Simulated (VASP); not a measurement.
# WC (P-6m2) in VASP: a series of runs, part 2 of 2

VASP 6.6.1. The steps go on from the part before.

## Step 5: Single point, PBEsol (volume scaled by 1.01)

INCAR reads:

```
ALGO     = Normal         # electronic algorithm
EDIFF    = 1E-6           # SCF threshold, eV
ENCUT    = 520            # plane-wave cutoff, eV
GGA      = PS             # functional
ISIF     = 2              # what is computed and relaxed
ISMEAR   = -1             # smearing method
LASPH    = T              # aspherical terms in the spheres
LCHARG   = F              # write CHGCAR
LREAL    = F              # projectors in reciprocal space
LWAVE    = F              # write WAVECAR
NBANDS   = 16             # bands
NELM     = 80             # most SCF steps
PREC     = Accurate       # precision mode
SIGMA    = 0.05           # smearing width, eV
```

KPOINTS reads:

```
k-points
0
Gamma
  13 13 12
```

POSCAR reads:

```
WC
1.0
    2.9101377242      0.0000000000      0.0000000000
   -1.4550688621      2.5202531977      0.0000000000
    0.0000000000      0.0000000000      2.8383987401
W C
1 1
Direct
    0.0000000000      0.0000000000      0.0000000000
    0.6666666667      0.3333333333      0.5000000000
```

Potentials or basis: VASP PAW PBE potentials, release 64 (W_sv, C).

Command:

```
> cat potpaw_PBE.64/W_sv/POTCAR potpaw_PBE.64/C/POTCAR > POTCAR
> mpirun -np 1 vasp_std > vasp.out
```

OUTCAR:

```text
EDIFF = 1E-6
   ENCUT = 520
   GGA = PS
   ISIF = 2
   ISMEAR = -1
   LASPH = T
   LREAL = F
   NELM = 80
   PREC = Accurate

 ion  position               nearest neighbor table
   1  0.000  0.000  0.000-   2 2.20   2 2.20   2 2.20   2 2.20   2 2.20   2 2.20
   2  0.667  0.333  0.500-   1 2.20   1 2.20   1 2.20   1 2.20   1 2.20   1 2.20

  LATTYP: Found a hexagonal cell.
 ALAT       =     2.9101377242
 C/A-ratio  =     0.9753485948

[... 641 lines left out ...]
     16      28.7003      0.00000

 [... further k-points ...]

------------------------ aborting loop because EDIFF is reached ----------------------------------------

  FORCE on cell =-STRESS in cart. coord.  units (eV):
  Direction    XX          YY          ZZ          XY          YZ          ZX
  --------------------------------------------------------------------------------------
  -------------------------------------------------------------------------------------
  Total       -0.4325339     -0.4325339     -0.5251545      0.0000000      0.0000000      0.0000000
  in kB      -33.2889122    -33.2889122    -40.4172342      0.0000000      0.0000000      0.0000000
  external PRESSURE =     -35.6650195 kB  Pullay stress =       0.0000000 kB

 VOLUME and BASIS-vectors are now :
 -----------------------------------------------------------------------------
  energy-cutoff  :      520.00
  volume of cell :       20.82
      direct lattice vectors                 reciprocal lattice vectors
     2.910137724  0.000000000  0.000000000     0.343626349  0.198392765  0.000000000
    -1.455068862  2.520253198  0.000000000     0.000000000  0.396785530  0.000000000
     0.000000000  0.000000000  2.838398740     0.000000000  0.000000000  0.352311318

 POSITION                                       TOTAL-FORCE (eV/Angst)
 -----------------------------------------------------------------------------------
      0.00000      0.00000      0.00000        -0.000000      0.000000      0.000000
      1.45507      0.84008      1.41920         0.000000     -0.000000      0.000000
 -----------------------------------------------------------------------------------
    total drift:                                0.000000     -0.000000      0.000000

  FREE ENERGIE OF THE ION-ELECTRON SYSTEM (eV)
  ---------------------------------------------------
  free  energy   TOTEN  =       -23.8997750966 eV

  energy  without entropy=      -23.8969519744  energy(sigma->0) =      -23.89836354
```

Wall time 14 s (1 thread of Intel Xeon 6975P-C (Granite Rapids), shared host); peak memory 0.17 GiB.

What came out:

```yaml
Free_energy: -23.8998 eV
Pressure: -3.6 GPa
Band_gap_on_the_k_mesh: zero (band 9 reaches 11.55 eV, above the bottom of band 10 at 10.29 eV)
```

Caveat: the PAW data sets were made with another functional, which shifts forces and pressure a little; spin-orbit coupling is left out, which moves the levels of the heavy elements.

## Step 6: Single point, PBEsol (volume scaled by 1.04)

INCAR reads:

```
SYSTEM = WC
PREC = Accurate
ENCUT = 520
EDIFF = 1E-6
ISMEAR = -1
SIGMA = 0.05
LREAL = .FALSE.
LASPH = .TRUE.
NELM = 60
ALGO = Normal
ISIF = 2
LWAVE = .FALSE.
LCHARG = .TRUE.
GGA = PS
LELF = .TRUE.
LVHAR = .TRUE.
NBANDS = 16
```

KPOINTS reads:

```
regular mesh
0
G
  13 13 12
  0 0 0
```

POSCAR reads:

```
WC
1.0
    2.9386703057      0.0000000000      0.0000000000
   -1.4693351528      2.5449631381      0.0000000000
    0.0000000000      0.0000000000      2.8662279534
W C
1 1
Direct
    0.0000000000      0.0000000000      0.0000000000
    0.6666666667      0.3333333333      0.5000000000
```

Potentials or basis: VASP PAW PBE potentials, release 64 (W_sv, C).

Command:

```
> cat potpaw_PBE.64/W_sv/POTCAR potpaw_PBE.64/C/POTCAR > POTCAR
> mpirun -np 1 vasp_std > vasp.out
```

Run time: 15 s. Hardware: 1 thread of Intel Xeon 6975P-C (Granite Rapids), shared host; peak memory 0.17 GiB.

The run converged. Its results:

| Quantity | Value |
| --- | --- |
| Free energy | -23.8649 eV |
| Pressure | -14.4 GPa |
| Band gap on the k mesh | zero (band 9 reaches 11.13 eV, above the bottom of band 10 at 9.91 eV) |

Stress tensor (GPa, compression positive):
```
-13.63   0.00   0.00
  0.00 -13.63   0.00
  0.00   0.00 -15.97
```

Levels at points of the mesh, in eV from the Fermi level:
| k point | band 7 | band 8 | band 9 | band 10 | band 11 | band 12 |
| --- | --- | --- | --- | --- | --- | --- |
| (0.00, 0.00, 0.00) | -3.20 | -3.20 | 0.12 | 3.08 | 3.08 | 5.48 |
| (0.00, 0.00, 0.50) | -1.93 | -1.93 | -0.56 | -0.56 | 3.57 | 4.44 |

Caveat: the PAW data sets were made with another functional, which shifts forces and pressure a little; spin-orbit coupling is left out, which moves the levels of the heavy elements.

## Step 7: Overview

```csv
cell,gap on the mesh (eV),pressure (GPa)
"a = 2.901, b = 2.901, c = 2.886 Å, angles 90.0, 90.0, 120.0°, 2 atoms",none,-8.0
"a = 2.841, b = 2.841, c = 2.771 Å, angles 90.0, 90.0, 120.0°, 2 atoms",none,29.5
"a = 2.881, b = 2.881, c = 2.810 Å, angles 90.0, 90.0, 120.0°, 2 atoms",none,9.1
"a = 2.910, b = 2.910, c = 2.838 Å, angles 90.0, 90.0, 120.0°, 2 atoms",none,-3.6
"a = 2.939, b = 2.939, c = 2.866 Å, angles 90.0, 90.0, 120.0°, 2 atoms",none,-14.4
```

Alike in all rows: task single point; level PBEsol; potentials or basis VASP PAW PBE potentials, release 64 (W_sv, C); no spin polarisation; k mesh 13 × 13 × 12; cutoff (eV) 520; smearing fermi-dirac 0.05 eV.

Caveats: the PAW data sets were made with another functional, which shifts forces and pressure a little; spin-orbit coupling is left out, which moves the levels of the heavy elements.

Total energies depend on the potentials used, so only differences within one code and one set of settings carry meaning.
